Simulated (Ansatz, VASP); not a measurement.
Two plane-wave programs on W3C2

File INCAR:

```
PREC = Accurate ; ENCUT = 520
EDIFF = 1E-6 ; ISMEAR = 0
SIGMA = 0.1 ; LREAL = False
LASPH = True ; NELM = 60
ALGO = Normal ; ISIF = 2
LWAVE = False ; LCHARG = False
GGA = PE ; NBANDS = 33
```

The input KPOINTS:

```
Automatic mesh
0
Gamma
  6 6 6
```

The input POSCAR:

```
W3C2
1.0
    2.2509756100      1.2996013700      4.7751417600
   -2.2509756100      1.2996013700      4.7751417600
    0.0000000000     -2.5992027500      4.7751417600
W C
3 2
Direct
    0.4050000000      0.4050000000      0.4050000000
    0.5950000000      0.5950000000      0.5950000000
    0.0000000000      0.0000000000      0.0000000000
    0.8012999900      0.8012999900      0.8012999900
    0.1987000100      0.1987000100      0.1987000100
```

Input for Ansatz:

```yaml
crystal:
  lattice:
    - [2.25097561, 1.29960137, 4.77514176]
    - [-2.25097561, 1.29960137, 4.77514176]
    - [0.0, -2.59920275, 4.77514176]
  atoms:
    - { symbol: W, position: [0.405, 0.405, 0.405] }
    - { symbol: W, position: [0.595, 0.595, 0.595] }
    - { symbol: W, position: [0.0, 0.0, 0.0] }
    - { symbol: C, position: [0.80129999, 0.80129999, 0.80129999] }
    - { symbol: C, position: [0.19870001, 0.19870001, 0.19870001] }
basis:
  ecutwfc: 420
kpoints:
  mp_grid: { grid: [6, 6, 6] }
hamiltonian:
  xc: pbe
scf:
  occupations: { method: gaussian, width: 0.1 }
  lower_state_search: "off"
output:
  forces: true
  stress: true
  eigenvalues: true
```

Change from the starting cell: species swapped into the Li3Ga2 type (R-3m, No. 166).

Alike in both runs: task single point; functional PBE; k mesh 6 × 6 × 6; occupations gaussian, width 0.1 eV; no spin polarisation.

```csv
,VASP,Ansatz
version,VASP 6.6.1,Ansatz 0.2.0
potentials or method,"VASP PAW PBE potentials, release 64 (W_sv, C), cutoff 520 eV","scalar-relativistic, plane waves, PAW"
valence electrons in the cell,50,50
```

VASP gave:

* gap on the k mesh at the Fermi level (eV): none
* rms of the force components (eV/Å): 0.098

**Question.** Which values does Ansatz return?

**Answer.** gap on the k mesh at the Fermi level (eV): none; rms of the force components (eV/Å): 0.100.

Atom by atom the forces differ by 0.002 eV/Å (rms over components). A gap of «none» marks a metal or a gap that the smearing closes. With one functional, cell and mesh, what is left measures potentials, basis and numerics.

Neither program's run includes spin-orbit coupling.
